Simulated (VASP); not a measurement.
# Ti (I4/mmm) in VASP: a series of runs

The runs below take Ti through single point, with PBEsol.

All numbers are computed with VASP 6.6.1; they aren't measurements. Logs are shortened: lines on timing, memory, paths and dates and some standing lists are left out, and cuts for length are marked.

## Step 1: The cell of the first run

Symmetry: I4/mmm, No. 139, tetragonal system. The conventional cell has a = 3.282 Å, b = 3.282 Å, c = 3.380 Å, α = 90.00°, β = 90.00°, γ = 90.00°. Ti (site symmetry 4/mmm) has 14 Ti at 2.87 to 3.38 Å within 3.8 Å.

## Step 2: Single point, PBEsol (strain +0.000 along x and y, +0.030 along z)

INCAR

```
ALGO = Fast
EDIFF = 1E-6
ENCUT = 520
GGA = PS
ISIF = 2
ISMEAR = 0
LASPH = T
LCHARG = F
LREAL = F
LWAVE = F
NBANDS = 12
NELM = 60
PREC = Accurate
SIGMA = 0.15
```

KPOINTS

```
k-points
0
Gamma
  20 20 20
```

POSCAR

```
Ti
1.0
   -1.6410000000      1.6410000000      1.6902300000
    1.6410000000     -1.6410000000      1.6902300000
    1.6410000000      1.6410000000     -1.6902300000
Ti
1
Direct
    0.0000000000      0.0000000000      0.0000000000
```

Potentials or basis: VASP PAW PBE potentials, release 64 (Ti_sv).

Run with:

```bash
$ cat potpaw_PBE.64/Ti_sv/POTCAR > POTCAR
$ mpirun -np 1 vasp_std > vasp.out
```

OUTCAR:

```text
EDIFF = 1E-6
   ENCUT = 520
   GGA = PS
   ISIF = 2
   ISMEAR = 0
   LASPH = T
   LREAL = F
   NELM = 60
   PREC = Accurate

 ion  position               nearest neighbor table
   1  0.000  0.000  0.000-

  LATTYP: Found a body centered tetragonal cell.
 ALAT       =     3.2820000000
 C/A-ratio  =     1.0300000000

  Lattice vectors:

 A1 = (  -1.6410000000,   1.6410000000,   1.6902300000)
 A2 = (   1.6410000000,  -1.6410000000,   1.6902300000)
 A3 = (   1.6410000000,   1.6410000000,  -1.6902300000)

Analysis of symmetry for initial positions (statically):
=====================================================================
 Subroutine PRICEL returns:
 Original cell was already a primitive cell.

 Routine SETGRP: Setting up the symmetry group for a
 body centered tetragonal supercell.

 Subroutine GETGRP returns: Found 16 space group operations
 (whereof 16 operations were pure point group operations)
 out of a pool of 16 trial point group operations.

The static configuration has the point symmetry D_4h.

Analysis of symmetry for dynamics (positions and initial velocities):
=====================================================================
 Subroutine PRICEL returns:
 Original cell was already a primitive cell.

 Routine SETGRP: Setting up the symmetry group for a
 body centered tetragonal supercell.

 Subroutine GETGRP returns: Found 16 space group operations
 (whereof 16 operations were pure point group operations)
 out of a pool of 16 trial point group operations.

The dynamic configuration has the point symmetry D_4h.

 Subroutine INISYM returns: Found 16 space group operations
 (whereof 16 operations are pure point group operations),
 and found     1 'primitive' translations

----------------------------------------------------------------------------------------

                                     Primitive cell

  volume of cell :      18.2064

  direct lattice vectors                    reciprocal lattice vectors
    -1.641000000  1.641000000  1.690230000     0.000000000  0.304692261  0.295817729
     1.641000000 -1.641000000  1.690230000     0.304692261  0.000000000  0.295817729
     1.641000000  1.641000000 -1.690230000     0.304692261  0.304692261  0.000000000

  length of vectors
     2.870999731  2.870999731  2.870999731     0.424671052  0.424671052  0.430899928

  position of ions in fractional coordinates (direct lattice)
     0.000000000  0.000000000  0.000000000

  ion indices of the primitive-cell ions
   primitive index   ion index
                 1           1

----------------------------------------------------------------------------------------

 KPOINTS: k-points

Automatic generation of k-mesh.
 Grid dimensions read from file:
 generate k-points for:   20   20   20

 Generating k-lattice:

  Cartesian coordinates                     Fractional coordinates (reciprocal lattice)
     0.000000000  0.015234613  0.014790886     0.050000000 -0.000000000  0.000000000
     0.015234613  0.000000000  0.014790886    -0.000000000  0.050000000  0.000000000
     0.015234613  0.015234613  0.000000000     0.000000000  0.000000000  0.050000000

  Length of vectors
     0.021233553  0.021233553  0.021544996

  Shift w.r.t. Gamma in fractional coordinates (k-lattice)
     0.000000000  0.000000000  0.000000000

 Subroutine IBZKPT returns following result:
 ===========================================

 Found    641 irreducible k-points:

 Following reciprocal coordinates:
            Coordinates               Weight
  0.000000  0.000000  0.000000      1.000000
  0.050000  0.000000  0.000000      8.000000
  0.100000  0.000000  0.000000      8.000000
  0.150000  0.000000  0.000000      8.000000
  0.200000  0.000000  0.000000      8.000000
  0.250000  0.000000  0.000000      8.000000
[... 16 lines left out ...]
 -0.400000  0.050000  0.000000     16.000000
 -0.350000  0.050000  0.000000     16.000000
 [... further k-points ...]
   k-points           NKPTS =    641   k-points in BZ     NKDIM =    641   number of bands    NBANDS=     12
   number of dos      NEDOS =    301   number of ions     NIONS =      1
   total plane-waves  NPLWV =  13824
   dimension x,y,z NGX =    24 NGY =   24 NGZ =   24
   dimension x,y,z NGXF=    48 NGYF=   48 NGZF=   48
   ions per type =               1
   NGX,Y,Z   is equivalent  to a cutoff of  13.90, 13.90, 13.90 a.u.
   NGXF,Y,Z  is equivalent  to a cutoff of  27.79, 27.79, 27.79 a.u.
 SYSTEM =  unknown system
   PREC   = accura    normal or accurate (medium, high low for compatibility)
   ISTART =      0    job   : 0-new  1-cont  2-samecut
   ICHARG =      2    charge: 1-file 2-atom 10-const
   ISPIN  =      1    spin polarized calculation?
   LNONCOLLINEAR =      F non collinear calculations
   LSORBIT =      F    spin-orbit coupling
   LASPH  =      T    aspherical Exc in radial PAW
   ENCUT  =  520.0 eV  38.22 Ry    6.18 a.u.   5.34  5.34  5.34*2*pi/ulx,y,z
   NELM   =     60;   NELMIN=  2; NELMDL= -5     # of ELM steps
   EDIFF  = 0.1E-05   stopping-criterion for ELM
   LREAL  =      F    real-space projection
   EDIFFG = 0.1E-04   stopping-criterion for IOM
   NSW    =      0    number of steps for IOM
   IBRION =     -1    ionic relax: 0-MD 1-quasi-New 2-CG
   NFREE  =      0    steps in history (QN), initial steepest desc. (CG)
   ISIF   =      2    stress and relaxation
   ISYM   =      2    0-nonsym 1-usesym 2-fastsym
   POTIM  = 0.5000    time-step for ionic-motion
   TEBEG  =    0.0;   TEEND  =   0.0 temperature during run
   PSTRESS=    0.0 pullay stress
   NELECT =      12.0000    total number of electrons
   NUPDOWN=      -1.0000    fix difference up-down
   EMIN   =  10.00;   EMAX   =-10.00  energy-range for DOS
   EFERMI =   0.00;   METHOD = LEGACY
   ISMEAR =     0;   SIGMA  =   0.15  broadening in eV -4-tet -1-fermi 0-gaus
   EFERMI_NEDOS =   21; number of points for ismear=-14 and -15
   IALGO  =     68    algorithm
   IMIX   =      4    mixing-type and parameters
     AMIX     =   0.40;   BMIX     =  1.00
     AMIX_MAG =   1.60;   BMIX_MAG =  1.00
  volume/ion in A,a.u.               =      18.21       122.86
  Fermi-wavevector in a.u.,A,eV,Ry     =   1.424714  2.692318 27.617229  2.029809
  Thomas-Fermi vector in A             =   2.545175
   LORBIT       =      0    0 simple, 1 ext, 2 COOP (PROOUT), +10 PAW based schemes
   GGA     = PS    functional components
   LHFCALC =     F    Hartree Fock is set to
   AEXX    =    0.0000 exact exchange contribution
   IVDW    =     0    specifies the selected vdW correction
   LEPSILON=     F    determine dielectric tensor
   LRPA    =     F    only Hartree local field effects (RPA)
 non-spin polarized calculation
 RMM-DIIS sequential band-by-band and
 Gauss-broadening in eV      SIGMA  =   0.15
  energy-cutoff  :      520.00
  volume of cell :       18.21
 maximum number of plane-waves:       503
 NGX is ok and might be reduce to    24
   NGX = 11   NGY = 11   NGZ = 11

 number of electron      12.0000003 magnetization

 Free energy of the ion-electron system (eV)
  ---------------------------------------------------
  ext. energy  EPLUGINS =         0.00000000
  ---------------------------------------------------
  free energy    TOTEN  =        -8.19612155 eV

  energy without entropy =       -8.16790019  energy(sigma->0) =       -8.18201087

 E-fermi :   7.4822     XC(G=0): -11.4091

 val. band max:        7.4792960660   @ k =  -0.1500  -0.3000   0.1000
 cond. band min:       7.4833410321   @ k =  -0.4500   0.2500   0.0000
 fundamental gap:      0.0040449661
 Fermi energy:         7.4821537309

 k-point     1 :       0.0000    0.0000    0.0000
  band No.  band energies     occupation
      1     -48.9144      2.00000
      2     -24.9167      2.00000
      3     -24.9167      2.00000
      4     -24.9141      2.00000
      5       1.6326      2.00000
      6       8.3592      0.00000
      7       8.3592      0.00000
      8       8.5515      0.00000
      9       9.9720      0.00000
     10      10.1953      0.00000
     11      24.2415      0.00000
     12      24.7382      0.00000

 k-point     2 :       0.0500    0.0000    0.0000
  band No.  band energies     occupation
      1     -48.9117      2.00000
      2     -24.9304      2.00000
      3     -24.9212      2.00000
      4     -24.9152      2.00000
      5       1.7141      2.00000
      6       8.3511      0.00000
      7       8.3623      0.00000
      8       8.5711      0.00000
      9       9.9403      0.00000
     10      10.1839      0.00000
     11      24.1808      0.00000
     12      24.6664      0.00000

 k-point     3 :       0.1000    0.0000    0.0000
  band No.  band energies     occupation
      1     -48.9040      2.00000
      2     -24.9734      2.00000
      3     -24.9343      2.00000
      4     -24.9153      2.00000
      5       1.9544      2.00000
      6       8.3001      0.00000
      7       8.3159      0.00000
      8       8.7039      0.00000
      9       9.8537      0.00000
     10      10.1670      0.00000
     11      23.8441      0.00000
     12      24.4469      0.00000

 k-point     4 :       0.1500    0.0000    0.0000
  band No.  band energies     occupation
      1     -48.8920      2.00000
      2     -25.0400      2.00000
      3     -24.9545      2.00000
      4     -24.9153      2.00000
      5       2.3403      2.00000
      6       8.1597      0.00000
      7       8.2274      0.00000
      8       8.9685      0.00000
      9       9.7591      0.00000
     10      10.1621      0.00000
     11      23.0758      0.00000
     12      24.1414      0.00000

 k-point     5 :       0.2000    0.0000    0.0000
  band No.  band energies     occupation
      1     -48.8768      2.00000
      2     -25.1230      2.00000
      3     -24.9799      2.00000
      4     -24.9153      2.00000
      5       2.8476      2.00000
      6       7.9788      0.00000
      7       8.0726      0.00000
      8       9.3321      0.00000
      9       9.7171      0.00000
     10      10.1725      0.00000
     11      21.9535      0.00000
     12      23.5966      0.00000
[... 228 lines left out ...]
      1     -48.8048      2.00000
      2     -25.4935      2.00000
      3     -25.1007      2.00000
      4     -24.9212      2.00000
      5       5.1725      2.00000
      6       7.2101      1.98968
      7       8.2954      0.00000
      8       9.9520      0.00000
      9      10.4476      0.00000
     10      11.5627      0.00000
     11      15.7424      0.00000
     12      20.6654      0.00000

 k-point    22 :      -0.4500    0.0500    0.0000
  band No.  band energies     occupation
      1     -48.8100      2.00000
      2     -25.4673      2.00000
      3     -25.0916      2.00000
      4     -24.9215      2.00000
      5       5.0759      2.00000
      6       7.2613      1.96266
      7       8.0595      0.00000
      8       9.9392      0.00000
      9      10.4200      0.00000
     10      11.3547      0.00000
     11      16.3176      0.00000
     12      20.8644      0.00000

 k-point    23 :      -0.4000    0.0500    0.0000
  band No.  band energies     occupation
      1     -48.8199      2.00000
      2     -25.4169      2.00000
      3     -25.0744      2.00000
      4     -24.9216      2.00000
      5       4.8242      2.00000
      6       7.3619      1.74306
      7       7.7987      0.00284
      8       9.8876      0.00000
      9      10.3758      0.00000
     10      10.9913      0.00000
     11      17.3204      0.00000
     12      21.2483      0.00000

 k-point    24 :      -0.3500    0.0500    0.0000
  band No.  band energies     occupation
      1     -48.8337      2.00000
      2     -25.3469      2.00000
      3     -25.0506      2.00000
      4     -24.9217      2.00000
      5       4.3804      2.00000
      6       7.5056      0.82477
      7       7.6950      0.04477
      8       9.8105      0.00000
      9      10.3222      0.00000
     10      10.5379      0.00000
     11      18.5753      0.00000
     12      21.7890      0.00000

 [... further k-points ...]
[... 5 lines left out ...]
  --------------------------------------------------------------------------------------
  -------------------------------------------------------------------------------------
  Total       -1.0858417     -1.0858417     -1.0053232      0.0000000      0.0000000      0.0000000
  in kB      -95.5551603    -95.5551603    -88.4694539      0.0000000      0.0000000      0.0000000
  external PRESSURE =     -93.1932582 kB  Pullay stress =       0.0000000 kB

 VOLUME and BASIS-vectors are now :
 -----------------------------------------------------------------------------
  energy-cutoff  :      520.00
  volume of cell :       18.21
      direct lattice vectors                 reciprocal lattice vectors
    -1.641000000  1.641000000  1.690230000     0.000000000  0.304692261  0.295817729
     1.641000000 -1.641000000  1.690230000     0.304692261  0.000000000  0.295817729
     1.641000000  1.641000000 -1.690230000     0.304692261  0.304692261  0.000000000

 POSITION                                       TOTAL-FORCE (eV/Angst)
 -----------------------------------------------------------------------------------
      0.00000      0.00000      0.00000         0.000000     -0.000000      0.000000
 -----------------------------------------------------------------------------------
    total drift:                                0.000000      0.000000     -0.000000

  FREE ENERGIE OF THE ION-ELECTRON SYSTEM (eV)
  ---------------------------------------------------
  free  energy   TOTEN  =        -8.1961215452 eV

  energy  without entropy=       -8.1679001901  energy(sigma->0) =       -8.18201087
```

Wall time 76 s (1 thread of Intel Xeon 6975P-C (Granite Rapids), shared host); peak memory 0.24 GiB.

What came out:

```yaml
Free_energy: -8.1961 eV
Pressure: -9.3 GPa
Band_gap_on_the_k_mesh: zero (band 6 reaches 8.40 eV, above the bottom of band 7 at 6.88 eV)
```

Caveat: the cell differs from its parent crystal (strain +0.000 along x and y, +0.030 along z); the PAW data sets were made with another functional, which shifts forces and pressure a little.

## Step 3: Single point, PBEsol (strain +0.030 along x and y, -0.030 along z)

INCAR

```
ALGO = Fast ; EDIFF = 1E-6
ENCUT = 520 ; GGA = PS
ISIF = 2 ; ISMEAR = 0
LASPH = T ; LCHARG = F
LREAL = F ; LWAVE = F
NBANDS = 12 ; NELM = 80
PREC = Accurate ; SIGMA = 0.15
```

KPOINTS is that of step 2.

POSCAR

```
Ti
1.0
   -1.6902300000      1.6902300000      1.5917700000
    1.6902300000     -1.6902300000      1.5917700000
    1.6902300000      1.6902300000     -1.5917700000
Ti
1
Direct
    0.0000000000      0.0000000000      0.0000000000
```

Potentials or basis: VASP PAW PBE potentials, release 64 (Ti_sv).

Run with:

```bash
$ cat potpaw_PBE.64/Ti_sv/POTCAR > POTCAR
$ mpirun -np 1 vasp_std > vasp.out
```

Run time: 67 s. Hardware: 1 thread of Intel Xeon 6975P-C (Granite Rapids), shared host; peak memory 0.25 GiB.

Results (log left out):

- Free energy: -8.2004 eV
- Pressure: -9.2 GPa
- Band gap on the k mesh: zero (band 6 reaches 8.43 eV, above the bottom of band 7 at 6.86 eV)

Stress tensor (GPa, compression positive):
```
 -8.57   0.00   0.00
  0.00  -8.57   0.00
  0.00   0.00 -10.46
```

Levels at points of the mesh, in eV from the Fermi level:
| k point | band 3 | band 4 | band 5 | band 6 | band 7 | band 8 | band 9 | band 10 |
| --- | --- | --- | --- | --- | --- | --- | --- | --- |
| (0.00, 0.00, 0.00) | -32.41 | -32.41 | -5.86 | 0.67 | 1.08 | 1.08 | 2.33 | 2.82 |
| (0.50, 0.00, 0.00) | -32.60 | -32.43 | -2.36 | -0.53 | 1.15 | 2.60 | 3.10 | 4.03 |
| (0.50, 0.50, 0.00) | -32.58 | -32.39 | -2.37 | -0.03 | 0.76 | 2.25 | 2.78 | 3.98 |
| (0.50, 0.50, 0.50) | -32.83 | -32.77 | -2.03 | -1.90 | 3.66 | 3.66 | 3.77 | 7.43 |

Caveat: the cell differs from its parent crystal (strain +0.030 along x and y, -0.030 along z); the PAW data sets were made with another functional, which shifts forces and pressure a little.

## Step 4: Single point, PBEsol (strain +0.015 along x and y, +0.000 along z)

INCAR

```
PREC     = Accurate       # precision mode
ENCUT    = 520            # plane-wave cutoff, eV
EDIFF    = 1E-6           # SCF threshold, eV
ISMEAR   = 0              # smearing method
SIGMA    = 0.15           # smearing width, eV
LREAL    = F              # projectors in reciprocal space
LASPH    = T              # aspherical terms in the spheres
NELM     = 60             # most SCF steps
ALGO     = Fast           # electronic algorithm
ISIF     = 2              # what is computed and relaxed
LWAVE    = F              # write WAVECAR
LCHARG   = T              # write CHGCAR
GGA      = PS             # functional
LELF     = T              # ELF
LVHAR    = T            
NBANDS   = 12             # bands
```

KPOINTS

```
Automatic mesh
0
Gamma
  20 20 20
```

POSCAR

```
Ti
1.0
   -1.6656150000      1.6656150000      1.6410000000
    1.6656150000     -1.6656150000      1.6410000000
    1.6656150000      1.6656150000     -1.6410000000
Ti
1
Direct
    0.0000000000      0.0000000000      0.0000000000
```

Run with:

```bash
$ cat potpaw_PBE.64/Ti_sv/POTCAR > POTCAR
$ mpirun -np 1 vasp_std > vasp.out
```

Run time: 68 s. Hardware: 1 thread of Intel Xeon 6975P-C (Granite Rapids), shared host; peak memory 0.25 GiB.

The run converged. Its results:

| Quantity | Value |
| --- | --- |
| Free energy | -8.1953 eV |
| Pressure | -9.4 GPa |
| Band gap on the k mesh | zero (band 6 reaches 8.41 eV, above the bottom of band 7 at 6.86 eV) |

Stress tensor (GPa, compression positive):
```
-9.24  0.00  0.00
 0.00 -9.24  0.00
 0.00  0.00 -9.66
```

Levels at points of the mesh, in eV from the Fermi level:
| k point | band 3 | band 4 | band 5 | band 6 | band 7 | band 8 | band 9 | band 10 |
| --- | --- | --- | --- | --- | --- | --- | --- | --- |
| (0.00, 0.00, 0.00) | -32.40 | -32.40 | -5.85 | 0.87 | 0.97 | 0.97 | 2.55 | 2.67 |
| (0.50, 0.00, 0.00) | -32.58 | -32.40 | -2.35 | -0.40 | 1.05 | 2.61 | 2.94 | 4.04 |
| (0.50, 0.50, 0.00) | -32.58 | -32.39 | -2.35 | -0.28 | 0.95 | 2.51 | 2.89 | 4.02 |
| (0.50, 0.50, 0.50) | -32.81 | -32.79 | -1.97 | -1.93 | 3.70 | 3.70 | 3.72 | 7.84 |

Caveat: the cell differs from its parent crystal (strain +0.015 along x and y, +0.000 along z); the PAW data sets were made with another functional, which shifts forces and pressure a little.

## Step 5: Overview

| cell | gap on the mesh (eV) | pressure (GPa) |
| --- | --- | --- |
| a = 2.871 Å, angles 110.3, 110.3, 107.9°, 1 atom | none | -9.3 |
| a = 2.872 Å, angles 107.9, 107.9, 112.7°, 1 atom | none | -9.2 |
| a = 2.871 Å, angles 109.1, 109.1, 110.3°, 1 atom | none | -9.4 |

Alike in all rows: task single point; level PBEsol; potentials or basis VASP PAW PBE potentials, release 64 (Ti_sv); no spin polarisation; k mesh 20 × 20 × 20; cutoff (eV) 520; smearing gaussian 0.15 eV.

Caveats: the PAW data sets were made with another functional, which shifts forces and pressure a little.

Total energies depend on the potentials used, so only differences within one code and one set of settings carry meaning.
